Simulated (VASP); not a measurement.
# Sc (Fm-3m) in VASP: density of states with LDA

Aim: the density of states of Sc with LDA.

Everything below comes from runs of VASP 6.6.1. Logs are shortened: lines on timing, memory, paths and dates and some standing lists are left out, and cuts for length are marked.

## Step 1: The cell of the first run

It takes space group Fm-3m (No. 225, cubic). The conventional cell has a = 4.520 Å, b = 4.520 Å, c = 4.520 Å, α = 90.00°, β = 90.00°, γ = 90.00°. Sc (site symmetry m-3m) has 12 Sc at 3.20 Å within 4.2 Å.

## Step 2: Density of states, LDA

Contents of POSCAR:

```
Sc
1.0
    0.0000000000      2.2600000000      2.2600000000
    2.2600000000      0.0000000000      2.2600000000
    2.2600000000      2.2600000000      0.0000000000
Sc
1
Direct
    0.0000000000      0.0000000000      0.0000000000
```

Contents of INCAR.step1:

```
PREC = Accurate ; ENCUT = 520
EDIFF = 1E-6 ; ISMEAR = 0
SIGMA = 0.05 ; LREAL = False
LASPH = True ; NELM = 60
ALGO = Normal ; ISIF = 2
LWAVE = False ; LCHARG = True
LMAXMIX = 4 ; NBANDS = 12
```

Contents of KPOINTS.step1:

```
regular mesh
0
Gamma
  14 14 14
```

Contents of INCAR.step2:

```
PREC = Accurate ; ENCUT = 520
EDIFF = 1E-6 ; ISMEAR = -5
SIGMA = 0.05 ; LREAL = False
LASPH = True ; NELM = 60
ALGO = Normal ; ISIF = 2
LWAVE = False ; LCHARG = False
LMAXMIX = 4 ; LORBIT = 10
NBANDS = 12 ; NEDOS = 1001
ICHARG = 11
```

Contents of KPOINTS.step2:

```
regular mesh
0
Gamma
  21 21 21
```

Potentials or basis: VASP PAW LDA potentials, release 64 (Sc_sv).

Command:

```
> cat potpaw_LDA.64/Sc_sv/POTCAR > POTCAR
> cp INCAR.step1 INCAR
> cp KPOINTS.step1 KPOINTS
> mpirun -np 1 vasp_std > vasp.out
> cp INCAR.step2 INCAR
> cp KPOINTS.step2 KPOINTS
> mpirun -np 1 vasp_std > vasp.out
```

OUTCAR:

```text
PREC = Accurate
   ENCUT = 520
   EDIFF = 1E-6
   ISMEAR = -5
   LREAL = False
   LASPH = True
   NELM = 60
   ISIF = 2
   LORBIT = 10
   ICHARG = 11

 ion  position               nearest neighbor table
   1  0.000  0.000  0.000-

  LATTYP: Found a face centered cubic cell.
 ALAT       =     4.5200000000

  Lattice vectors:

 A1 = (   0.0000000000,   2.2600000000,   2.2600000000)
 A2 = (   2.2600000000,   0.0000000000,   2.2600000000)
 A3 = (   2.2600000000,   2.2600000000,   0.0000000000)

Analysis of symmetry for initial positions (statically):
=====================================================================
 Subroutine PRICEL returns:
 Original cell was already a primitive cell.

 Routine SETGRP: Setting up the symmetry group for a
 face centered cubic supercell.

 Subroutine GETGRP returns: Found 48 space group operations
 (whereof 48 operations were pure point group operations)
 out of a pool of 48 trial point group operations.

The static configuration has the point symmetry O_h .

Analysis of symmetry for dynamics (positions and initial velocities):
=====================================================================
 Subroutine PRICEL returns:
 Original cell was already a primitive cell.

 Routine SETGRP: Setting up the symmetry group for a
 face centered cubic supercell.

 Subroutine GETGRP returns: Found 48 space group operations
 (whereof 48 operations were pure point group operations)
 out of a pool of 48 trial point group operations.

The dynamic configuration has the point symmetry O_h .

 Subroutine INISYM returns: Found 48 space group operations
 (whereof 48 operations are pure point group operations),
 and found     1 'primitive' translations

----------------------------------------------------------------------------------------

                                     Primitive cell

  volume of cell :      23.0864

  direct lattice vectors                    reciprocal lattice vectors
     0.000000000  2.260000000  2.260000000    -0.221238938  0.221238938  0.221238938
     2.260000000  0.000000000  2.260000000     0.221238938 -0.221238938  0.221238938
     2.260000000  2.260000000  0.000000000     0.221238938  0.221238938 -0.221238938

  length of vectors
     3.196122651  3.196122651  3.196122651     0.383197081  0.383197081  0.383197081

  position of ions in fractional coordinates (direct lattice)
     0.000000000  0.000000000  0.000000000

  ion indices of the primitive-cell ions
   primitive index   ion index
                 1           1

----------------------------------------------------------------------------------------

 KPOINTS: regular mesh

Automatic generation of k-mesh.
 Grid dimensions read from file:
 generate k-points for:   21   21   21

 Generating k-lattice:

  Cartesian coordinates                     Fractional coordinates (reciprocal lattice)
    -0.010535188  0.010535188  0.010535188     0.047619048  0.000000000  0.000000000
     0.010535188 -0.010535188  0.010535188     0.000000000  0.047619048  0.000000000
     0.010535188  0.010535188 -0.010535188     0.000000000  0.000000000  0.047619048

  Length of vectors
     0.018247480  0.018247480  0.018247480

  Shift w.r.t. Gamma in fractional coordinates (k-lattice)
     0.000000000  0.000000000  0.000000000

 TETIRR: Found   1276 inequivalent tetrahedra from    55566

 Subroutine IBZKPT returns following result:
 ===========================================

 Found    286 irreducible k-points:

 Following reciprocal coordinates:
            Coordinates               Weight
  0.000000  0.000000  0.000000      1.000000
  0.047619  0.000000  0.000000      8.000000
  0.095238  0.000000  0.000000      8.000000
  0.142857  0.000000  0.000000      8.000000
  0.190476  0.000000  0.000000      8.000000
  0.238095  0.000000  0.000000      8.000000
[... 16 lines left out ...]
 -0.428571  0.047619  0.000000     24.000000
 -0.380952  0.047619  0.000000     24.000000
 [... further k-points ...]
   k-points           NKPTS =    286   k-points in BZ     NKDIM =    286   number of bands    NBANDS=     12
   number of dos      NEDOS =   1001   number of ions     NIONS =      1
   total plane-waves  NPLWV =  13824
   dimension x,y,z NGX =    24 NGY =   24 NGZ =   24
   dimension x,y,z NGXF=    48 NGYF=   48 NGZF=   48
   ions per type =               1
   NGX,Y,Z   is equivalent  to a cutoff of  12.48, 12.48, 12.48 a.u.
   NGXF,Y,Z  is equivalent  to a cutoff of  24.97, 24.97, 24.97 a.u.
 SYSTEM =  unknown system
   PREC   = accura    normal or accurate (medium, high low for compatibility)
   ISTART =      0    job   : 0-new  1-cont  2-samecut
   ICHARG =     11    charge: 1-file 2-atom 10-const
   ISPIN  =      1    spin polarized calculation?
   LNONCOLLINEAR =      F non collinear calculations
   LSORBIT =      F    spin-orbit coupling
   LASPH  =      T    aspherical Exc in radial PAW
   ENCUT  =  520.0 eV  38.22 Ry    6.18 a.u.   5.94  5.94  5.94*2*pi/ulx,y,z
   NELM   =     60;   NELMIN=  2; NELMDL=  0     # of ELM steps
   EDIFF  = 0.1E-05   stopping-criterion for ELM
   LREAL  =      F    real-space projection
   EDIFFG = 0.1E-04   stopping-criterion for IOM
   NSW    =      0    number of steps for IOM
   IBRION =     -1    ionic relax: 0-MD 1-quasi-New 2-CG
   NFREE  =      0    steps in history (QN), initial steepest desc. (CG)
   ISIF   =      2    stress and relaxation
   ISYM   =      2    0-nonsym 1-usesym 2-fastsym
   POTIM  = 0.5000    time-step for ionic-motion
   TEBEG  =    0.0;   TEEND  =   0.0 temperature during run
   PSTRESS=    0.0 pullay stress
   NELECT =      11.0000    total number of electrons
   NUPDOWN=      -1.0000    fix difference up-down
   EMIN   =  10.00;   EMAX   =-10.00  energy-range for DOS
   EFERMI =   0.00;   METHOD = LEGACY
   ISMEAR =    -5;   SIGMA  =   0.05  broadening in eV -4-tet -1-fermi 0-gaus
   EFERMI_NEDOS =   21; number of points for ismear=-14 and -15
   IALGO  =     38    algorithm
   IMIX   =      4    mixing-type and parameters
     AMIX     =   0.40;   BMIX     =  1.00
     AMIX_MAG =   1.60;   BMIX_MAG =  1.00
  volume/ion in A,a.u.               =      23.09       155.79
  Fermi-wavevector in a.u.,A,eV,Ry     =   1.278657  2.416311 22.245021  1.634963
  Thomas-Fermi vector in A             =   2.411187
   LORBIT       =     10    0 simple, 1 ext, 2 COOP (PROOUT), +10 PAW based schemes
   GGA     = CA    functional components
   LHFCALC =     F    Hartree Fock is set to
   AEXX    =    0.0000 exact exchange contribution
   IVDW    =     0    specifies the selected vdW correction
   LEPSILON=     F    determine dielectric tensor
   LRPA    =     F    only Hartree local field effects (RPA)
 non-spin polarized calculation
 Fermi weights with tetrahedron method with Bloechl corrections
  energy-cutoff  :      520.00
  volume of cell :       23.09
 maximum number of plane-waves:       636

 number of electron      11.0000000 magnetization

 Free energy of the ion-electron system (eV)
  ---------------------------------------------------
  ext. energy  EPLUGINS =         0.00000000
  ---------------------------------------------------
  free energy    TOTEN  =        -6.68123362 eV

  energy without entropy =       -6.68123362  energy(sigma->0) =       -6.68123362

 E-fermi :   3.9106     XC(G=0): -10.4120

 val. band max:        3.9117114180   @ k =  -0.2857   0.2857   0.0952
 cond. band min:       3.9086599023   @ k =  -0.3810   0.1905   0.0000
 fundamental gap:     -0.0030515156
 Fermi energy:         3.9106215601

 k-point     1 :       0.0000    0.0000    0.0000
  band No.  band energies     occupation
      1     -44.7499      2.00000
      2     -23.4568      2.00000
      3     -23.4568      2.00000
      4     -23.4568      2.00000
      5      -1.3442      2.00000
      6       5.5246      0.00000
      7       5.5246      0.00000
      8       5.5246      0.00000
      9       7.0214      0.00000
     10       7.0214      0.00000
     11      16.8783      0.00000
     12      20.4606      0.00000

 k-point     2 :       0.0476    0.0000    0.0000
  band No.  band energies     occupation
      1     -44.7481      2.00000
      2     -23.4686      2.00000
      3     -23.4583      2.00000
      4     -23.4583      2.00000
      5      -1.2826      2.00000
      6       5.4780      0.00000
      7       5.5485      0.00000
      8       5.5485      0.00000
      9       7.0039      0.00000
     10       7.0039      0.00000
     11      16.9448      0.00000
     12      19.9228      0.00000

 k-point     3 :       0.0952    0.0000    0.0000
  band No.  band energies     occupation
      1     -44.7427      2.00000
      2     -23.5028      2.00000
      3     -23.4626      2.00000
      4     -23.4626      2.00000
      5      -1.1005      2.00000
      6       5.3469      0.00000
      7       5.6136      0.00000
      8       5.6136      0.00000
      9       6.9606      0.00000
     10       6.9606      0.00000
     11      17.1007      0.00000
     12      18.8841      0.00000
[... 286 lines left out ...]
 k-point    23 :      -0.4286    0.0476    0.0000
  band No.  band energies     occupation
      1     -44.6681      2.00000
      2     -23.9496      2.00000
      3     -23.5313      2.00000
      4     -23.5207      2.00000
      5       1.9950      2.00000
      6       4.2932      0.00000
      7       5.3876      0.00000
      8       5.4590      0.00000
      9       7.8713      0.00000
     10       8.0690      0.00000
     11      11.4564      0.00000
     12      16.3613      0.00000

 k-point    24 :      -0.3810    0.0476    0.0000
  band No.  band energies     occupation
      1     -44.6741      2.00000
      2     -23.9150      2.00000
      3     -23.5282      2.00000
      4     -23.5142      2.00000
      5       1.7151      2.00000
      6       4.2768      0.00000
      7       5.4410      0.00000
      8       5.5157      0.00000
      9       7.6622      0.00000
     10       7.9392      0.00000
     11      12.0487      0.00000
     12      16.5613      0.00000

 [... further k-points ...]
[... 5 lines left out ...]
  --------------------------------------------------------------------------------------
  -------------------------------------------------------------------------------------
  Total       -0.2282042     -0.2282042     -0.2282042     -0.0000000      0.0000000      0.0000000
  in kB      -15.8372207    -15.8372207    -15.8372207     -0.0000000      0.0000000      0.0000000
  external PRESSURE =     -15.8372207 kB  Pullay stress =       0.0000000 kB

 VOLUME and BASIS-vectors are now :
 -----------------------------------------------------------------------------
  energy-cutoff  :      520.00
  volume of cell :       23.09
      direct lattice vectors                 reciprocal lattice vectors
     0.000000000  2.260000000  2.260000000    -0.221238938  0.221238938  0.221238938
     2.260000000  0.000000000  2.260000000     0.221238938 -0.221238938  0.221238938
     2.260000000  2.260000000  0.000000000     0.221238938  0.221238938 -0.221238938

 POSITION                                       TOTAL-FORCE (eV/Angst)
 -----------------------------------------------------------------------------------
      0.00000      0.00000      0.00000        -0.000000      0.000000     -0.000000
 -----------------------------------------------------------------------------------
    total drift:                                0.000000      0.000000     -0.000000

  FREE ENERGIE OF THE ION-ELECTRON SYSTEM (eV)
  ---------------------------------------------------
  free  energy   TOTEN  =        -6.6812336177 eV

  energy  without entropy=       -6.6812336177  energy(sigma->0) =       -6.68123362

 total charge

# of ion       s       p       d       tot
------------------------------------------
    1        2.295   6.098   1.096   9.489
```

Wall time 35 s (1 thread of AMD EPYC 9R14 (Zen 4), shared host); peak memory 0.15 GiB.

Results:

```yaml
Valence_electrons_inside_the_program's_atomic_spheres: Sc 9.49
```

Levels at points of the mesh, in eV from the Fermi level:
```csv
k point,band 1,band 2,band 3,band 4,band 5,band 6,band 7,band 8,band 9,band 10
"(0.00, 0.00, 0.00)",-48.66,-27.37,-27.37,-27.37,-5.25,1.61,1.61,1.61,3.11,3.11
```

Caveat: tetrahedron occupations give inexact forces and stress in metals.
